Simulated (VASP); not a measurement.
Set up this calculation in VASP 6.6.1, as the native input.

| Item | Value |
| --- | --- |
| Task | single point |
| Functional | LDA |
| Potentials or basis | VASP PAW LDA potentials, release 64 (Bi_d) |
| Cutoff | 520 eV |
| k mesh | 9 × 9 × 9 |
| Occupations | fermi-dirac, width 0.05 eV |
| Spin | no spin polarisation |
| Dipole correction | no |
| Further INCAR settings | ALGO = Normal; EDIFF = 1e-07; NBANDS = 14 |

The structure of Bi lies in POSCAR:

```
Bi
1.0
   -1.9681319396      1.9681319396      1.9681319396
    1.9681319396     -1.9681319396      1.9681319396
    1.9681319396      1.9681319396     -1.9681319396
Bi
1
Direct
    0.0000000000      0.0000000000      0.0000000000
```

The input as run:

INCAR

```
  ALGO = Normal
  EDIFF = 1E-7
  ENCUT = 520
  ISIF = 2
  ISMEAR = -1
  LASPH = True
  LCHARG = True
  LELF = True
  LREAL = False
  LVHAR = True
  LWAVE = False
  NBANDS = 14
  NELM = 80
  PREC = Accurate
  SIGMA = 0.05
```

KPOINTS

```
k-points
0
Gamma
  9 9 9
```

Potentials or basis: VASP PAW LDA potentials, release 64 (Bi_d).

Command:

```sh
$ cat potpaw_LDA.64/Bi_d/POTCAR > POTCAR
$ mpirun -np 1 vasp_std > vasp.out
```

Results of the run:

```json
{
  "Pressure": "-2.2 GPa"
}
```

Wall time 7.9 s on 1 thread of Intel(R) Xeon(R) Platinum 8481C CPU @ 2.70GHz (Sapphire Rapids), on a shared host, peak memory 0.14 GiB.
